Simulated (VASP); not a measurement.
# Cr (Im-3m) in VASP: further runs

Cr is run at these levels: LDA; tasks: single point.

All numbers are computed with VASP 6.6.1; they aren't measurements. Logs are shortened: lines on timing, memory, paths and dates and some standing lists are left out, and cuts for length are marked.

### 1 The cell of the first run

The structure is cubic, space group Im-3m (No. 229). The conventional cell has a = 2.949 Å, b = 2.949 Å, c = 2.949 Å, α = 90.00°, β = 90.00°, γ = 90.00°. Cr (site symmetry m-3m) has 14 Cr at 2.55 to 2.95 Å within 3.4 Å.

### 2 Single point, LDA, collinear spin, ferromagnetic start (12.82 Å³/atom)

File INCAR:

```
SYSTEM = Cr
ALGO = Normal
EDIFF = 1E-6
ENCUT = 520
GGA = CA
ISIF = 2
ISMEAR = -1
ISPIN = 2
LASPH = .True.
LCHARG = .False.
LMAXMIX = 4
LORBIT = 11
LREAL = .False.
LWAVE = .False.
MAGMOM = 3
NBANDS = 16
NELM = 150
PREC = Accurate
SIGMA = 0.05
```

File KPOINTS:

```
k-points
0
Gamma
  12 12 12
  0 0 0
```

File POSCAR:

```
Cr
1.0
   -1.4744866279      1.4744866279      1.4744866279
    1.4744866279     -1.4744866279      1.4744866279
    1.4744866279      1.4744866279     -1.4744866279
Cr
1
Direct
    0.0000000000      0.0000000000      0.0000000000
```

Potentials or basis: VASP PAW LDA potentials, release 64 (Cr_pv).

The run is started by

```sh
> cat potpaw_LDA.64/Cr_pv/POTCAR > POTCAR
> mpirun -np 1 vasp_std > vasp.out
```

OUTCAR:

```text
SYSTEM = Cr
   EDIFF = 1E-6
   ENCUT = 520
   GGA = CA
   ISIF = 2
   ISMEAR = -1
   ISPIN = 2
   LASPH = .True.
   LORBIT = 11
   LREAL = .False.
   NELM = 150
   PREC = Accurate

 ion  position               nearest neighbor table
   1  0.000  0.000  0.000-

  LATTYP: Found a body centered cubic cell.
 ALAT       =     2.9489732558

  Lattice vectors:

 A1 = (  -1.4744866279,   1.4744866279,   1.4744866279)
 A2 = (   1.4744866279,  -1.4744866279,   1.4744866279)
 A3 = (   1.4744866279,   1.4744866279,  -1.4744866279)

Analysis of symmetry for initial positions (statically):
=====================================================================
 Subroutine PRICEL returns:
 Original cell was already a primitive cell.

 Routine SETGRP: Setting up the symmetry group for a
 body centered cubic supercell.

 Subroutine GETGRP returns: Found 48 space group operations
 (whereof 48 operations were pure point group operations)
 out of a pool of 48 trial point group operations.

The static configuration has the point symmetry O_h .

Analysis of symmetry for dynamics (positions and initial velocities):
=====================================================================
 Subroutine PRICEL returns:
 Original cell was already a primitive cell.

 Routine SETGRP: Setting up the symmetry group for a
 body centered cubic supercell.

 Subroutine GETGRP returns: Found 48 space group operations
 (whereof 48 operations were pure point group operations)
 out of a pool of 48 trial point group operations.

The dynamic configuration has the point symmetry O_h .

Analysis of structural, dynamic, and magnetic symmetry:
=====================================================================
 Subroutine PRICEL returns:
 Original cell was already a primitive cell.

 Routine SETGRP: Setting up the symmetry group for a
 body centered cubic supercell.

 Subroutine GETGRP returns: Found 48 space group operations
 (whereof 48 operations were pure point group operations)
 out of a pool of 48 trial point group operations.

The overall configuration has the point symmetry O_h .

 Subroutine INISYM returns: Found 48 space group operations
 (whereof 48 operations are pure point group operations),
 and found     1 'primitive' translations

----------------------------------------------------------------------------------------

                                     Primitive cell

  volume of cell :      12.8228

  direct lattice vectors                    reciprocal lattice vectors
    -1.474486628  1.474486628  1.474486628     0.000000000  0.339101075  0.339101075
     1.474486628 -1.474486628  1.474486628     0.339101075  0.000000000  0.339101075
     1.474486628  1.474486628 -1.474486628     0.339101075  0.339101075  0.000000000

  length of vectors
     2.553885755  2.553885755  2.553885755     0.479561339  0.479561339  0.479561339

  position of ions in fractional coordinates (direct lattice)
     0.000000000  0.000000000  0.000000000

  ion indices of the primitive-cell ions
   primitive index   ion index
                 1           1

----------------------------------------------------------------------------------------

 KPOINTS: k-points

Automatic generation of k-mesh.
 Grid dimensions read from file:
 generate k-points for:   12   12   12

 Generating k-lattice:

  Cartesian coordinates                     Fractional coordinates (reciprocal lattice)
     0.000000000  0.028258423  0.028258423     0.083333333  0.000000000  0.000000000
     0.028258423  0.000000000  0.028258423     0.000000000  0.083333333  0.000000000
     0.028258423  0.028258423  0.000000000     0.000000000  0.000000000  0.083333333

  Length of vectors
     0.039963445  0.039963445  0.039963445

  Shift w.r.t. Gamma in fractional coordinates (k-lattice)
     0.000000000  0.000000000  0.000000000

 Subroutine IBZKPT returns following result:
 ===========================================

 Found     72 irreducible k-points:

 Following reciprocal coordinates:
            Coordinates               Weight
  0.000000  0.000000  0.000000      1.000000
  0.083333  0.000000  0.000000     12.000000
  0.166667  0.000000  0.000000     12.000000
  0.250000  0.000000  0.000000     12.000000
  0.333333  0.000000  0.000000     12.000000
  0.416667  0.000000  0.000000     12.000000
[... 16 lines left out ...]
  0.333333  0.083333  0.083333     24.000000
  0.416667  0.083333  0.083333     12.000000
 [... further k-points ...]
   k-points           NKPTS =     72   k-points in BZ     NKDIM =     72   number of bands    NBANDS=     16
   number of dos      NEDOS =    301   number of ions     NIONS =      1
   total plane-waves  NPLWV =   8000
   dimension x,y,z NGX =    20 NGY =   20 NGZ =   20
   dimension x,y,z NGXF=    40 NGYF=   40 NGZF=   40
   ions per type =               1
   NGX,Y,Z   is equivalent  to a cutoff of  13.02, 13.02, 13.02 a.u.
   NGXF,Y,Z  is equivalent  to a cutoff of  26.04, 26.04, 26.04 a.u.
 SYSTEM =  Cr
   PREC   = accura    normal or accurate (medium, high low for compatibility)
   ISTART =      0    job   : 0-new  1-cont  2-samecut
   ICHARG =      2    charge: 1-file 2-atom 10-const
   ISPIN  =      2    spin polarized calculation?
   LNONCOLLINEAR =      F non collinear calculations
   LSORBIT =      F    spin-orbit coupling
   LASPH  =      T    aspherical Exc in radial PAW
   ENCUT  =  520.0 eV  38.22 Ry    6.18 a.u.   4.75  4.75  4.75*2*pi/ulx,y,z
   NELM   =    150;   NELMIN=  2; NELMDL= -5     # of ELM steps
   EDIFF  = 0.1E-05   stopping-criterion for ELM
   LREAL  =      F    real-space projection
   EDIFFG = 0.1E-04   stopping-criterion for IOM
   NSW    =      0    number of steps for IOM
   IBRION =     -1    ionic relax: 0-MD 1-quasi-New 2-CG
   NFREE  =      0    steps in history (QN), initial steepest desc. (CG)
   ISIF   =      2    stress and relaxation
   ISYM   =      2    0-nonsym 1-usesym 2-fastsym
   POTIM  = 0.5000    time-step for ionic-motion
   TEBEG  =    0.0;   TEEND  =   0.0 temperature during run
   PSTRESS=    0.0 pullay stress
   NELECT =      12.0000    total number of electrons
   NUPDOWN=      -1.0000    fix difference up-down
   EMIN   =  10.00;   EMAX   =-10.00  energy-range for DOS
   EFERMI =   0.00;   METHOD = LEGACY
   ISMEAR =    -1;   SIGMA  =   0.05  broadening in eV -4-tet -1-fermi 0-gaus
[... 43 lines left out ...]
  band No.  band energies     occupation
      1     -33.0878      1.00000
      2     -33.0878      1.00000
      3     -33.0878      1.00000
      4       1.9520      1.00000
      5       8.5754      1.00000
      6       8.5754      1.00000
[... 8 lines left out ...]
     15      37.4920      0.00000
     16      41.0308      0.00000

 k-point     2 :       0.0833    0.0000    0.0000
  band No.  band energies     occupation
      1     -33.1348      1.00000
      2     -33.1025      1.00000
      3     -33.0880      1.00000
      4       2.2294      1.00000
      5       8.4759      1.00000
      6       8.5569      1.00000
[... 8 lines left out ...]
     15      37.7944      0.00000
     16      38.3635      0.00000

 k-point     3 :       0.1667    0.0000    0.0000
  band No.  band energies     occupation
      1     -33.2619      1.00000
      2     -33.1427      1.00000
      3     -33.0885      1.00000
      4       3.0128      1.00000
      5       8.2124      1.00000
      6       8.4489      1.00000
[... 8 lines left out ...]
     15      36.2082      0.00000
     16      36.4776      0.00000

 k-point     4 :       0.2500    0.0000    0.0000
  band No.  band energies     occupation
      1     -33.4325      1.00000
      2     -33.1973      1.00000
      3     -33.0892      1.00000
      4       4.1137      1.00000
      5       7.8705      1.00000
      6       8.2867      1.00000
[... 8 lines left out ...]
     15      35.7059      0.00000
     16      37.4229      0.00000
[... 324 lines left out ...]
 k-point    22 :       0.2500    0.0833    0.0833
  band No.  band energies     occupation
      1     -33.6048      1.00000
      2     -33.2544      1.00000
      3     -33.1300      1.00000
      4       5.5376      1.00000
      5       7.4334      1.00000
      6       7.9339      1.00000
[... 8 lines left out ...]
     15      38.8612      0.00000
     16      40.3959      0.00000

 k-point    23 :       0.3333    0.0833    0.0833
  band No.  band energies     occupation
      1     -33.6881      1.00000
      2     -33.3124      1.00000
      3     -33.1330      1.00000
      4       5.8326      1.00000
      5       7.2373      1.00000
      6       8.6913      1.00000
[... 8 lines left out ...]
     15      38.7692      0.00000
     16      40.5524      0.00000

 k-point    24 :       0.4167    0.0833    0.0833
  band No.  band energies     occupation
      1     -33.7175      1.00000
      2     -33.3344      1.00000
      3     -33.1342      1.00000
      4       5.8376      1.00000
      5       7.1693      1.00000
      6       9.1746      0.95859
[... 8 lines left out ...]
     15      38.8833      0.00000
     16      40.1119      0.00000

 [... further k-points ...]

 spin component 2

 k-point     1 :       0.0000    0.0000    0.0000
  band No.  band energies     occupation
      1     -33.0878      1.00000
      2     -33.0878      1.00000
      3     -33.0878      1.00000
      4       1.9520      1.00000
      5       8.5753      1.00000
      6       8.5753      1.00000
[... 8 lines left out ...]
     15      37.4920      0.00000
     16      41.0308      0.00000

 k-point     2 :       0.0833    0.0000    0.0000
  band No.  band energies     occupation
      1     -33.1348      1.00000
      2     -33.1025      1.00000
      3     -33.0879      1.00000
      4       2.2294      1.00000
      5       8.4758      1.00000
      6       8.5569      1.00000
[... 8 lines left out ...]
     15      37.7944      0.00000
     16      38.3634      0.00000

 k-point     3 :       0.1667    0.0000    0.0000
  band No.  band energies     occupation
      1     -33.2618      1.00000
      2     -33.1427      1.00000
      3     -33.0885      1.00000
      4       3.0127      1.00000
      5       8.2124      1.00000
      6       8.4488      1.00000
[... 8 lines left out ...]
     15      36.2082      0.00000
     16      36.4775      0.00000

 k-point     4 :       0.2500    0.0000    0.0000
  band No.  band energies     occupation
      1     -33.4325      1.00000
      2     -33.1973      1.00000
      3     -33.0892      1.00000
      4       4.1136      1.00000
      5       7.8704      1.00000
      6       8.2867      1.00000
[... 8 lines left out ...]
     15      35.7059      0.00000
     16      37.4229      0.00000
[... 324 lines left out ...]
 k-point    22 :       0.2500    0.0833    0.0833
  band No.  band energies     occupation
      1     -33.6047      1.00000
      2     -33.2543      1.00000
      3     -33.1299      1.00000
      4       5.5376      1.00000
      5       7.4334      1.00000
      6       7.9339      1.00000
[... 8 lines left out ...]
     15      38.8612      0.00000
     16      40.3959      0.00000

 k-point    23 :       0.3333    0.0833    0.0833
  band No.  band energies     occupation
      1     -33.6880      1.00000
      2     -33.3123      1.00000
      3     -33.1330      1.00000
      4       5.8326      1.00000
      5       7.2372      1.00000
      6       8.6913      1.00000
[... 8 lines left out ...]
     15      38.7691      0.00000
     16      40.5523      0.00000

 k-point    24 :       0.4167    0.0833    0.0833
  band No.  band energies     occupation
      1     -33.7175      1.00000
      2     -33.3343      1.00000
      3     -33.1342      1.00000
      4       5.8376      1.00000
      5       7.1693      1.00000
      6       9.1746      0.95860
[... 8 lines left out ...]
     15      38.8833      0.00000
     16      40.1118      0.00000

 [... further k-points ...]

------------------------ aborting loop because EDIFF is reached ----------------------------------------

  FORCE on cell =-STRESS in cart. coord.  units (eV):
  Direction    XX          YY          ZZ          XY          YZ          ZX
  --------------------------------------------------------------------------------------
  -------------------------------------------------------------------------------------
  Total       -2.8451362     -2.8451362     -2.8451362     -0.0000000     -0.0000000     -0.0000000
  in kB     -355.4930665   -355.4930665   -355.4930665     -0.0000000     -0.0000000     -0.0000000
  external PRESSURE =    -355.4930665 kB  Pullay stress =       0.0000000 kB

 VOLUME and BASIS-vectors are now :
 -----------------------------------------------------------------------------
  energy-cutoff  :      520.00
  volume of cell :       12.82
      direct lattice vectors                 reciprocal lattice vectors
    -1.474486628  1.474486628  1.474486628     0.000000000  0.339101075  0.339101075
     1.474486628 -1.474486628  1.474486628     0.339101075  0.000000000  0.339101075
     1.474486628  1.474486628 -1.474486628     0.339101075  0.339101075  0.000000000

 POSITION                                       TOTAL-FORCE (eV/Angst)
 -----------------------------------------------------------------------------------
      0.00000      0.00000      0.00000         0.000000     -0.000000     -0.000000
 -----------------------------------------------------------------------------------
    total drift:                                0.000000     -0.000000      0.000000

  FREE ENERGIE OF THE ION-ELECTRON SYSTEM (eV)
  ---------------------------------------------------
  free  energy   TOTEN  =       -10.3802180266 eV

  energy  without entropy=      -10.3747549867  energy(sigma->0) =      -10.37748651

 total charge

# of ion       s       p       d       tot
------------------------------------------
    1        0.395   6.333   4.134  10.861

 magnetization (x)

# of ion       s       p       d       tot
------------------------------------------
    1        0.000  -0.000  -0.000  -0.000
```

Run time: 44 s. Hardware: 1 thread of Intel Xeon 8259CL, shared host; peak memory 0.14 GiB.

Results:

```yaml
Free_energy: -10.3802 eV
Pressure: -35.5 GPa
Band_gap_on_the_k_mesh: zero (filled and empty bands overlap)
Net_moment: 0.00 μB per cell
Valence_electrons_inside_the_program's_atomic_spheres: Cr 10.86
```

Caveat: the cell stands under tension.

### 3 Single point, LDA, collinear spin, ferromagnetic start (13.08 Å³/atom)

This run uses another cell than the first one, of 13.08 Å³/atom.

File INCAR:

```
SYSTEM = Cr
ALGO     = Normal         ! electronic algorithm
EDIFF    = 1E-6           ! SCF threshold, eV
ENCUT    = 520            ! plane-wave cutoff, eV
GGA      = CA             ! functional
ISIF     = 2              ! what is computed and relaxed
ISMEAR   = -1             ! smearing method
ISPIN    = 2              ! spin polarisation
LASPH    = .TRUE.         ! aspherical terms in the spheres
LCHARG   = .FALSE.        ! write CHGCAR
LMAXMIX  = 4              ! l up to which the mixer works
LORBIT   = 11             ! projections on sites
LREAL    = .FALSE.        ! projectors in reciprocal space
LWAVE    = .FALSE.        ! write WAVECAR
MAGMOM   = 3              ! initial moments
NBANDS   = 16             ! bands
NELM     = 150            ! most SCF steps
PREC     = Accurate       ! precision mode
SIGMA    = 0.05           ! smearing width, eV
```

File KPOINTS:

```
k-points
0
G
  12 12 12
  0 0 0
```

File POSCAR:

```
Cr
1.0
   -1.4844496776      1.4844496776      1.4844496776
    1.4844496776     -1.4844496776      1.4844496776
    1.4844496776      1.4844496776     -1.4844496776
Cr
1
Direct
    0.0000000000      0.0000000000      0.0000000000
```

Potentials or basis: VASP PAW LDA potentials, release 64 (Cr_pv).

The run is started by

```sh
> cat potpaw_LDA.64/Cr_pv/POTCAR > POTCAR
> mpirun -np 1 vasp_std > vasp.out
```

Wall time 46 s (1 thread of Intel Xeon 8259CL, shared host); peak memory 0.14 GiB.

The run converged. Its results:

```
Free energy                                           : -10.3202 eV
Pressure                                              : -38.1 GPa
Band gap on the k mesh                                : zero (filled and empty bands overlap)
Net moment                                            : 0.00 μB per cell
Valence electrons inside the program's atomic spheres : Cr 10.83
```

Levels at points of the mesh, in eV from the Fermi level:
Spin up:
| k point | band 2 | band 3 | band 4 | band 5 | band 6 | band 7 | band 8 | band 9 | band 10 | band 11 |
| --- | --- | --- | --- | --- | --- | --- | --- | --- | --- | --- |
| (0.00, 0.00, 0.00) | -42.44 | -42.44 | -7.30 | -0.73 | -0.73 | -0.73 | 0.95 | 0.95 | 5.33 | 21.41 |
| (0.50, 0.00, 0.00) | -42.64 | -42.44 | -3.82 | -2.03 | 0.95 | 0.97 | 1.22 | 2.44 | 5.32 | 8.58 |
| (0.50, 0.50, 0.50) | -42.88 | -42.88 | -3.61 | -3.61 | 2.11 | 2.11 | 2.11 | 5.32 | 9.58 | 9.58 |
Spin down:
```csv
k point,band 4,band 5,band 6,band 7,band 8,band 9
"(0.00, 0.00, 0.00)",-7.30,-0.73,-0.73,-0.73,0.95,0.95
"(0.50, 0.00, 0.00)",-3.82,-2.03,0.95,0.97,1.22,2.44
"(0.50, 0.50, 0.50)",-3.61,-3.61,2.11,2.11,2.11,5.32
```

Caveat: the cell stands under tension.

### 4 Single point, LDA, collinear spin, ferromagnetic start (13.61 Å³/atom)

This run uses another cell than the first one, of 13.61 Å³/atom.

File INCAR:

```
SYSTEM = Cr
ALGO = Normal
EDIFF = 1E-6
ENCUT = 520
GGA = CA
ISIF = 2
ISMEAR = -1
ISPIN = 2
LASPH = .True.
LCHARG = .False.
LMAXMIX = 4
LORBIT = 11
LREAL = .False.
LWAVE = .False.
MAGMOM = 3
NBANDS = 16
NELM = 150
PREC = Accurate
SIGMA = 0.05
```

File KPOINTS:

```
k-points
0
Gamma
  12 12 12
  0 0 0
```

File POSCAR:

```
Cr
1.0
   -1.5039841504      1.5039841504      1.5039841504
    1.5039841504     -1.5039841504      1.5039841504
    1.5039841504      1.5039841504     -1.5039841504
Cr
1
Direct
    0.0000000000      0.0000000000      0.0000000000
```

The run is started by

```sh
> cat potpaw_LDA.64/Cr_pv/POTCAR > POTCAR
> mpirun -np 1 vasp_std > vasp.out
```

Run time: 46 s. Hardware: 1 thread of Intel Xeon 8259CL, shared host; peak memory 0.14 GiB.

It converged, with:

```
Free energy                                           : -10.1892 eV
Pressure                                              : -42.1 GPa
Band gap on the k mesh                                : zero (filled and empty bands overlap)
Net moment                                            : 0.00 μB per cell
Valence electrons inside the program's atomic spheres : Cr 10.76
```

Levels at points of the mesh, in eV from the Fermi level:
Spin up:
| k point | band 3 | band 4 | band 5 | band 6 | band 7 | band 8 | band 9 | band 10 |
| --- | --- | --- | --- | --- | --- | --- | --- | --- |
| (0.00, 0.00, 0.00) | -42.48 | -7.14 | -0.69 | -0.69 | -0.69 | 0.91 | 0.91 | 5.31 |
| (0.50, 0.00, 0.00) | -42.48 | -3.65 | -1.92 | 0.90 | 0.92 | 1.15 | 2.31 | 5.31 |
| (0.50, 0.50, 0.50) | -42.87 | -3.41 | -3.41 | 2.00 | 2.00 | 2.00 | 5.31 | 9.28 |
Spin down:
```tsv
k point	band 4	band 5	band 6	band 7	band 8	band 9
(0.00, 0.00, 0.00)	-7.14	-0.69	-0.69	-0.69	0.91	0.91
(0.50, 0.00, 0.00)	-3.65	-1.92	0.90	0.92	1.15	2.31
(0.50, 0.50, 0.50)	-3.41	-3.41	2.00	2.00	2.00	5.31
```

Caveat: the cell stands under tension.
